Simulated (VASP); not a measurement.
# WS2 (R3m) in VASP: notebook, part 2 of 2

VASP 6.6.1.

**3. Single point, r2SCAN**

POSCAR

```
WS2
1.0
    1.5858866930      0.9156121092      6.2374696033
   -1.5858866930      0.9156121092      6.2374696033
    0.0000000000     -1.8312242183      6.2374696033
W S
1 2
Direct
   -0.0000115684     -0.0000115684     -0.0000115684
    0.4167981707      0.4167981707      0.4167981707
    0.2498800644      0.2498800644      0.2498800644
```

INCAR.step1

```
SYSTEM = WS2
PREC = Accurate
ENCUT = 520
ISMEAR = 0
SIGMA = 0.01
LREAL = .False.
LASPH = .True.
NELM = 60
NBANDS = 20
GGA = PE
ALGO = Normal
EDIFF = 1E-4
LWAVE = .True.
LCHARG = .False.
```

INCAR.step2

```
SYSTEM = WS2
PREC = Accurate
ENCUT = 520
EDIFF = 1E-7
ISMEAR = 0
SIGMA = 0.01
LREAL = .False.
LASPH = .True.
NELM = 60
ALGO = Normal
ISIF = 2
LWAVE = .False.
LCHARG = .False.
METAGGA = R2SCAN
LMIXTAU = .True.
NBANDS = 20
ISTART = 1
```

KPOINTS

```
Automatic mesh
0
Gamma
  10 10 10
  0 0 0
```

Potentials or basis: VASP PAW PBE potentials, release 64 (W_sv, S).

The run is started by

```
$ cat potpaw_PBE.64/W_sv/POTCAR potpaw_PBE.64/S/POTCAR > POTCAR
$ cp INCAR.step1 INCAR
$ mpirun -np 1 vasp_std > vasp.out
$ cp INCAR.step2 INCAR
$ mpirun -np 1 vasp_std > vasp.out
```

OUTCAR:

```text
SYSTEM = WS2
   PREC = Accurate
   ENCUT = 520
   EDIFF = 1E-7
   ISMEAR = 0
   LREAL = .False.
   LASPH = .True.
   NELM = 60
   ISIF = 2
   METAGGA = R2SCAN
   ISTART = 1

 ion  position               nearest neighbor table
   1  1.000  1.000  1.000-   3 2.41   3 2.41   3 2.41   2 2.41   2 2.41   2 2.41
   2  0.417  0.417  0.417-   1 2.41   1 2.41   1 2.41
   3  0.250  0.250  0.250-   1 2.41   1 2.41   1 2.41

  LATTYP: Found a trigonal (rhomboedric) cell.
 ALAT       =     6.5007237435
 COS(alpha) =     0.8809715208

  Lattice vectors:

 A1 = (   1.5858866930,   0.9156121092,   6.2374696033)
 A2 = (  -1.5858866930,   0.9156121092,   6.2374696033)
 A3 = (   0.0000000000,  -1.8312242183,   6.2374696033)

Analysis of symmetry for initial positions (statically):
=====================================================================
 Subroutine PRICEL returns:
 Original cell was already a primitive cell.

 Routine SETGRP: Setting up the symmetry group for a
 trigonal (rhombohedral) supercell.

[... 164 lines left out ...]
  free energy    TOTEN  =       -70.06733366 eV

  energy without entropy =      -70.06733366  energy(sigma->0) =      -70.06733366

 E-fermi :   7.1535     XC(G=0): -11.5227

 val. band max:        7.0961061286   @ k =   0.5000   0.5000   0.5000
 cond. band min:       8.3470244056   @ k =  -0.2000   0.2000   0.0000
 fundamental gap:      1.2509182770
 Fermi energy:         7.1535131268

 k-point     1 :       0.0000    0.0000    0.0000
  band No.  band energies     occupation
      1     -69.5267      2.00000
      2     -33.1247      2.00000
      3     -32.9578      2.00000
      4     -32.9578      2.00000
      5      -9.2177      2.00000
      6      -7.1997      2.00000
[... 541 lines left out ...]
     19      14.8671      0.00000
     20      16.0790      0.00000

 [... further k-points ...]

------------------------ aborting loop because EDIFF is reached ----------------------------------------

  FORCE on cell =-STRESS in cart. coord.  units (eV):
  Direction    XX          YY          ZZ          XY          YZ          ZX
  --------------------------------------------------------------------------------------
  -------------------------------------------------------------------------------------
  Total        0.5161739      0.5161739      0.4213362      0.0000000      0.0000000     -0.0000000
  in kB       15.2181984     15.2181984     12.4221289      0.0000000      0.0000000     -0.0000000
  external PRESSURE =      14.2861752 kB  Pullay stress =       0.0000000 kB

 VOLUME and BASIS-vectors are now :
 -----------------------------------------------------------------------------
  energy-cutoff  :      520.00
  volume of cell :       54.34
      direct lattice vectors                 reciprocal lattice vectors
     1.585886693  0.915612109  6.237469603     0.315281036  0.182027591  0.053440474
    -1.585886693  0.915612109  6.237469603    -0.315281036  0.182027591  0.053440474
     0.000000000 -1.831224218  6.237469603     0.000000000 -0.364055182  0.053440474

 POSITION                                       TOTAL-FORCE (eV/Angst)
 -----------------------------------------------------------------------------------
      0.00000      0.00000     18.71219         0.000000     -0.000000     -0.000233
      0.00000      0.00000      7.79930         0.000000     -0.000000     -0.031135
      0.00000      0.00000      4.67586         0.000000      0.000000      0.031367
 -----------------------------------------------------------------------------------
    total drift:                                0.000000      0.000000     -0.000122

  FREE ENERGIE OF THE ION-ELECTRON SYSTEM (eV)
  ---------------------------------------------------
  free  energy   TOTEN  =       -70.0673336553 eV

  energy  without entropy=      -70.0673336553  energy(sigma->0) =      -70.06733366
```

Wall time 14 min (1 thread of Intel Xeon Platinum 8559C (Emerald Rapids), shared host); peak memory 0.44 GiB.

What came out:

| Item | Value |
| --- | --- |
| Free energy | -70.0673 eV |
| Pressure | 1.4 GPa |
| Largest force | 0.031 eV/Å |
| Band gap on the k mesh | 1.25 eV (least direct gap 2.32 eV) |

Forces on the atoms (eV/Å):
```
W    0.000  0.000  0.000
S    0.000  0.000 -0.031
S    0.000  0.000  0.031
```

Levels at points of the mesh, in eV from the valence-band top:
```csv
k point,band 11,band 12,band 13,band 14,band 15,band 16
"(0.00, 0.00, 0.00)",-2.45,-1.73,-1.17,2.37,2.37,2.63
"(0.50, 0.00, 0.00)",-2.72,-2.01,-1.76,2.39,2.73,3.92
"(0.50, 0.50, 0.00)",-3.27,-2.18,-1.61,2.35,2.87,3.50
"(0.50, 0.50, 0.50)",-2.42,-2.42,0.00,2.45,2.45,2.51
```

Caveat: the PAW data sets were made with another functional, which shifts forces and pressure a little; spin-orbit coupling is left out, which moves the levels of the heavy elements.
